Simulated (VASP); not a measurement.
# MgS: single point with B3LYP

The system is MgS.

```xyz
2
Lattice="0.0000 2.8331 2.8331 2.8331 0.0000 2.8331 2.8331 2.8331 0.0000" Properties=species:S:1:pos:R:3 pbc="T T T"
S     1.4166    1.4166    1.4166
Mg    0.0000    0.0000    0.0000
```

- Program: VASP 6.6.1
- Task: single point
- Functional: B3LYP
- Potentials or basis: VASP PAW PBE potentials, release 64 (S, Mg)
- Cutoff: 520 eV
- k mesh: 4 × 4 × 4
- Occupations: fermi-dirac, width 0.05 eV
- Spin: no spin polarisation
- Dipole correction: no
- Grid for exact exchange (PRECFOCK): Normal
- Further INCAR settings: ALGO = Normal; EDIFF = 1e-06; NBANDS = 11

| Quantity | Value |
| --- | --- |
| Pressure | 1.0 GPa |
| Band gap on the k mesh | 5.01 eV, direct |

Levels at points of the mesh, in eV from the valence-band top:
```tsv
k point	band 2	band 3	band 4	band 5	band 6	band 7
(0.00, 0.00, 0.00)	0.00	0.00	0.00	5.01	9.60	9.60
(0.50, 0.00, 0.00)	-3.31	-0.35	-0.35	6.66	9.28	9.28
(0.50, 0.50, 0.00)	-2.99	-1.10	-1.10	5.46	7.20	12.99
```

Run time: 64 s on 1 thread of Intel(R) Xeon(R) Platinum 8488C (Sapphire Rapids) (shared host), peak memory 0.17 GiB.

Caveat: the k points lie up to 0.48 Å⁻¹ apart; the PAW data sets were made with another functional, which shifts forces and pressure a little. A k mesh can miss the band edges.
